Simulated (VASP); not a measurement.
Input of a VASP 6.6.1 run:

File INCAR:

```
AGGAC = 1.0
AGGAX = 1.0
ALDAC = 0.0
ALDAX = 1.0
ALGO = Normal
EDIFF = 1E-6
ENCUT = 520
GGA = B5
ISIF = 2
ISMEAR = -1
LASPH = T
LCHARG = F
LREAL = F
LWAVE = F
NBANDS = 12
NELM = 60
PREC = Accurate
SIGMA = 0.05
```

KPOINTS

```
k-points
0
Gamma
  10 10 10
```

File POSCAR:

```
In
1.0
   -1.8825252400      1.8825252400      1.8825252400
    1.8825252400     -1.8825252400      1.8825252400
    1.8825252400      1.8825252400     -1.8825252400
In
1
Direct
    0.0000000000      0.0000000000      0.0000000000
```

Potentials or basis: VASP PAW PBE potentials, release 64 (In_d).

The run is started by

```sh
$ cat potpaw_PBE.64/In_d/POTCAR > POTCAR
$ mpirun -np 1 vasp_std > vasp.out
```

Problem. What does it give for the pressure?

Solution. 5.6 GPa.

Caveat: the PAW data sets were made with another functional, which shifts forces and pressure a little.
